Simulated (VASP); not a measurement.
Set up this calculation in VASP 6.6.1, as the native input.

* Task: electric field gradients
* Functional: LDA
* Potentials or basis: VASP PAW LDA potentials, release 64 (Sn_d, Te)
* Cutoff: 520 eV
* k mesh: 11 × 11 × 11
* Occupations: fermi-dirac, width 0.08 eV
* Spin: no spin polarisation
* Dipole correction: no
* Further INCAR settings: ALGO = Normal; EDIFF = 1e-08; NBANDS = 17

The structure of SnTe lies in POSCAR:

```
SnTe
1.0
    0.0000000000      3.0920635522      3.0920635522
    3.0920635522      0.0000000000      3.0920635522
    3.0920635522      3.0920635522      0.0000000000
Sn Te
1 1
Direct
    0.0000000000      0.0000000000      0.0000000000
    0.5000000000      0.5000000000      0.5000000000
```

This cell differs from its parent crystal: volume scaled by 0.94.

One way to write it, as run:

INCAR

```
SYSTEM = SnTe
PREC = Accurate
ENCUT = 520
EDIFF = 1E-8
ISMEAR = -1
SIGMA = 0.08
LREAL = .False.
LASPH = .True.
NELM = 60
ALGO = Normal
ISIF = 2
LWAVE = .False.
LCHARG = .False.
LEFG = .True.
NBANDS = 17
```

KPOINTS

```
Automatic mesh
0
Gamma
  11 11 11
  0 0 0
```

Potentials or basis: VASP PAW LDA potentials, release 64 (Sn_d, Te).

Run with:

```console
$ cat potpaw_LDA.64/Sn_d/POTCAR potpaw_LDA.64/Te/POTCAR > POTCAR
$ mpirun -np 1 vasp_std > vasp.out
```

Results of the run:

```
Pressure : 1.4 GPa
```

Caveat: without QUAD_EFG the Cq values of the log hold for a quadrupole moment of 1 mb, not for the nuclei.

Run time: 49 s on 1 thread of Intel(R) Xeon(R) Platinum 8259CL CPU @ 2.50GHz (Skylake/Cascade Lake) (shared host), peak memory 0.2 GiB.
